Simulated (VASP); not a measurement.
Runs of VASP 6.6.1 on ZnS. The structure is that of space group P6_3mc (No. 186), or close to it. The cells are those of the table. 

```csv
task,cell,cutoff (eV),gap on the mesh (eV),pressure (GPa)
single point,"a = 3.684, b = 3.684, c = 6.063 Å, angles 90.0, 90.0, 120.0°, 4 atoms",520,(b),4.3
single point,"a = 3.617, b = 3.617, c = 5.971 Å, angles 90.0, 90.0, 120.0°, 4 atoms",520,(a),10.4
single point,"a = 3.710, b = 3.710, c = 6.100 Å, angles 90.0, 90.0, 120.0°, 4 atoms",520,2.33,2.3
relaxation of cell and atoms,"relaxed to 15 GPa from a = 3.738, b = 3.738, c = 6.143 Å, angles 90.0, 90.0, 120.0°, 4 atoms",600,2.81,15.0
single point,"a = 3.570, b = 3.570, c = 5.910 Å, angles 90.0, 90.0, 120.0°, 4 atoms",520,2.83,15.4
relaxation of cell and atoms,"relaxed to 2 GPa from a = 3.738, b = 3.738, c = 6.143 Å, angles 90.0, 90.0, 120.0°, 4 atoms",600,2.31,2.0
relaxation of cell and atoms,"relaxed to 1 GPa from a = 3.738, b = 3.738, c = 6.143 Å, angles 90.0, 90.0, 120.0°, 4 atoms",600,2.26,1.0
relaxation of cell and atoms,"relaxed to 4 GPa from a = 3.738, b = 3.738, c = 6.143 Å, angles 90.0, 90.0, 120.0°, 4 atoms",600,2.41,4.0
```

Alike in all rows: level LDA; potentials or basis VASP PAW LDA potentials, release 64 (Zn, S); no spin polarisation; k mesh 6 × 6 × 4; smearing gaussian 0.01 eV.

**Question.** Fill in the values left out.

**Answer.** (a) 2.66; (b) 2.42.

Caveats: the cell is relaxed towards a set pressure, so the enthalpy falls and the energy may rise (some runs).

A k mesh can miss the band edges.
